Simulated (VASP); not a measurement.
Here is a VASP 6.6.1 calculation.

The input INCAR:

```
PREC = Accurate ; ENCUT = 600
EDIFF = 1E-6 ; ISMEAR = -1
SIGMA = 0.13605693000000002 ; LREAL = F
LASPH = T ; NELM = 200
ALGO = Normal ; ISIF = 2
LWAVE = F ; LCHARG = T
GGA = PE ; LELF = T
LVHAR = T ; NBANDS = 16
GGA_COMPAT = F ; LMAXMIX = 6
```

The input KPOINTS:

```
Automatic mesh
0
Gamma
  10 10 10
```

POSCAR

```
Dy
1.0
    3.2743030197      0.0000000000      0.0000000000
    0.0000000000      3.2743030197      0.0000000000
    0.0000000000      0.0000000000      3.2743030197
Dy
1
Direct
    0.0000000000      0.0000000000      0.0000000000
```

Potentials or basis: VASP PAW PBE potentials, release 64 (Dy).

Launch:

```bash
$ cat potpaw_PBE.64/Dy/POTCAR > POTCAR
$ mpirun -np 1 vasp_std > vasp.out
```

Task: What does it give for the pressure?

Result: -0.1 GPa.

Task: Predict the band gap on the k mesh.

Result: Zero (band 10 reaches 2.05 eV, above the bottom of band 11 at 1.96 eV).

Caveat: spin-orbit coupling is left out, which moves the levels of the heavy elements. Spin polarisation is off, so any magnetic state and its effect on volume and gap are missing.
